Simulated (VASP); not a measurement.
Wanted: the native input for a VASP 6.6.1 run.

| Quantity | Value |
| --- | --- |
| Task | single point |
| Functional | LDA |
| Potentials or basis | VASP PAW LDA potentials, release 64 (Sb) |
| Cutoff | 500 eV |
| k mesh | 8 × 8 × 8 |
| Occupations | fermi-dirac, width 0.05 eV |
| Spin | no spin polarisation |
| Dipole correction | no |
| Further INCAR settings | ALGO = Normal; EDIFF = 1e-06; NBANDS = 8 |

The structure of Sb lies in POSCAR:

```
Sb
1.0
    0.0000000000      2.1636808280      2.1636808280
    2.1636808280      0.0000000000      2.1636808280
    2.1636808280      2.1636808280      0.0000000000
Sb
1
Direct
    0.0000000000      0.0000000000      0.0000000000
```

This isn't the form of Sb at room conditions, which is rhombohedral.

The input as run:

INCAR

```
SYSTEM = Sb
PREC = Accurate
ENCUT = 500
EDIFF = 1E-6
ISMEAR = -1
SIGMA = 0.05
LREAL = .FALSE.
LASPH = .TRUE.
NELM = 120
ALGO = Normal
ISIF = 2
LWAVE = .FALSE.
LCHARG = .FALSE.
GGA = CA
NBANDS = 8
GGA_COMPAT = .FALSE.
```

KPOINTS

```
regular mesh
0
G
  8 8 8
  0 0 0
```

Potentials or basis: VASP PAW LDA potentials, release 64 (Sb).

Run with:

```bash
$ cat potpaw_LDA.64/Sb/POTCAR > POTCAR
$ mpirun -np 1 vasp_std > vasp.out
```

Results of the run:

```yaml
Pressure: 30.5 GPa
Band_gap_on_the_k_mesh: zero (an odd number of electrons rules out a gap without spin polarisation)
```

Caveat: the cell stands under pressure; spin-orbit coupling is left out, which moves the levels of the heavy elements.

It took 3.3 s on 1 thread of AMD EPYC 7R13 Processor (Zen 3) (shared host), peak memory 0.09 GiB.
